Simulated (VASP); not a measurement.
Here is a VASP 6.6.1 calculation.

The input INCAR:

```
PREC = Accurate ; ENCUT = 520
EDIFF = 1E-6 ; ISMEAR = -1
SIGMA = 0.05 ; LREAL = Auto
LASPH = T ; NELM = 200
ALGO = Normal ; ISIF = 2
LWAVE = F ; LCHARG = F
ISPIN = 2 ; MAGMOM = 0 0 0 0 0 0 0 0 0.333 0.333 0 0 0 0 0 0 0 0 0 0 0 0 0 0 0 0 0 0 0 0 0 0 0 0 0 0 0 0 0 0.333
LORBIT = 11 ; LMAXMIX = 4
GGA = PS ; NBANDS = 181
NELECT = 303.0 ; ISYM = 0
GGA_COMPAT = F
```

KPOINTS

```
Automatic mesh
0
Gamma
  1 1 1
  0.25 0.25 0.25
```

File POSCAR:

```
Ba8Hf8CO23
1.0
    8.3151870000      0.0000000000      0.0000000000
    0.0000000000      8.3151870000      0.0000000000
    0.0000000000      0.0000000000      8.3151870000
Ba Hf O C
8 8 23 1
Direct
    0.0000000000      0.0000000000      0.0000000000
    0.0000000000      0.0000000000      0.5000000000
    0.0000000000      0.5000000000      0.0000000000
    0.0000000000      0.5000000000      0.5000000000
    0.5000000000      0.0000000000      0.0000000000
    0.5000000000      0.0000000000      0.5000000000
    0.5000000000      0.5000000000      0.0000000000
    0.5000000000      0.5000000000      0.5000000000
    0.2500000000      0.2500000000      0.2500000000
    0.2500000000      0.2500000000      0.7500000000
    0.2500000000      0.7500000000      0.2500000000
    0.2500000000      0.7500000000      0.7500000000
    0.7500000000      0.2500000000      0.2500000000
    0.7500000000      0.2500000000      0.7500000000
    0.7500000000      0.7500000000      0.2500000000
    0.7500000000      0.7500000000      0.7500000000
    0.2500000000      0.2500000000      0.0000000000
    0.2500000000      0.7500000000      0.0000000000
    0.2500000000      0.7500000000      0.5000000000
    0.7500000000      0.2500000000      0.0000000000
    0.7500000000      0.2500000000      0.5000000000
    0.7500000000      0.7500000000      0.0000000000
    0.7500000000      0.7500000000      0.5000000000
    0.0000000000      0.2500000000      0.2500000000
    0.0000000000      0.2500000000      0.7500000000
    0.0000000000      0.7500000000      0.2500000000
    0.0000000000      0.7500000000      0.7500000000
    0.5000000000      0.2500000000      0.2500000000
    0.5000000000      0.2500000000      0.7500000000
    0.5000000000      0.7500000000      0.2500000000
    0.5000000000      0.7500000000      0.7500000000
    0.2500000000      0.0000000000      0.2500000000
    0.2500000000      0.0000000000      0.7500000000
    0.2500000000      0.5000000000      0.2500000000
    0.2500000000      0.5000000000      0.7500000000
    0.7500000000      0.0000000000      0.2500000000
    0.7500000000      0.0000000000      0.7500000000
    0.7500000000      0.5000000000      0.2500000000
    0.7500000000      0.5000000000      0.7500000000
    0.2500000000      0.2500000000      0.5000000000
```

Potentials or basis: VASP PAW PBE potentials, release 64 (Ba_sv, Hf_pv, O, C).

Run with:

```sh
$ cat potpaw_PBE.64/Ba_sv/POTCAR potpaw_PBE.64/Hf_pv/POTCAR potpaw_PBE.64/O/POTCAR potpaw_PBE.64/C/POTCAR > POTCAR
$ mpirun -np 1 vasp_std > vasp.out
```

(1) What does it give for the site moments?

(2) What does it give for the largest force?

Results:

(1) Ba +0.00, +0.01 (each value once); Hf +0.03, +0.00, -0.00 (each value once); O +0.01, +0.00, -0.00 (each value once); C +0.32 μB.

(2) 0.844 eV/Å.

Caveat: the cell carries a net charge on a neutralising background, which shifts energy and pressure; the PAW data sets were made with another functional, which shifts forces and pressure a little.
